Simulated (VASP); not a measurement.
Set up this calculation in VASP 6.6.1, as the native input.

```
Task                   : single point
Functional             : LDA
Potentials or basis    : VASP PAW LDA potentials, release 64 (C_h)
Cutoff                 : 1300 eV
k mesh                 : 9 × 9 × 9
Occupations            : gaussian, width 0.02 eV
Spin                   : no spin polarisation
Dipole correction      : no
Further INCAR settings : ALGO = Normal; EDIFF = 1e-06; NBANDS = 11
```

The structure of C lies in POSCAR:

```
C
1.0
    0.0282519591      1.7675131917      1.7675131917
    1.7675131917      0.0282519591      1.7675131917
    1.7675131917      1.7675131917      0.0282519591
C
2
Direct
    0.0002423061      0.0002423061      0.0002423061
    0.2497576939      0.2497576939      0.2497576939
```

This cell differs from its parent crystal: strained cell.

These files were run (other wordings do the same):

INCAR

```
SYSTEM = C
ALGO = Normal ; EDIFF = 1E-6
ENCUT = 1300 ; GGA_COMPAT = .FALSE.
ISIF = 2 ; ISMEAR = 0
LASPH = .TRUE. ; LCHARG = .TRUE.
LELF = .TRUE. ; LREAL = .FALSE.
LVHAR = .TRUE. ; LWAVE = .FALSE.
NBANDS = 11 ; NELM = 120
PREC = Accurate ; SIGMA = 0.02
```

KPOINTS

```
k-points
0
G
  9 9 9
  0 0 0
```

Potentials or basis: VASP PAW LDA potentials, release 64 (C_h).

Command:

```bash
$ cat potpaw_LDA.64/C_h/POTCAR > POTCAR
$ mpirun -np 1 vasp_std > vasp.out
```

Results of the run:

The pressure is 11.7 GPa. The largest force is 0.003 eV/Å and the band gap on the k mesh is 4.20 eV (least direct gap 5.15 eV).

Caveat: the cell differs from its parent crystal (strained cell); the cell stands under pressure.

Run time: 34 s on 1 thread of Intel(R) Xeon(R) Platinum 8259CL CPU @ 2.50GHz (Skylake/Cascade Lake) (shared host), peak memory 0.15 GiB.
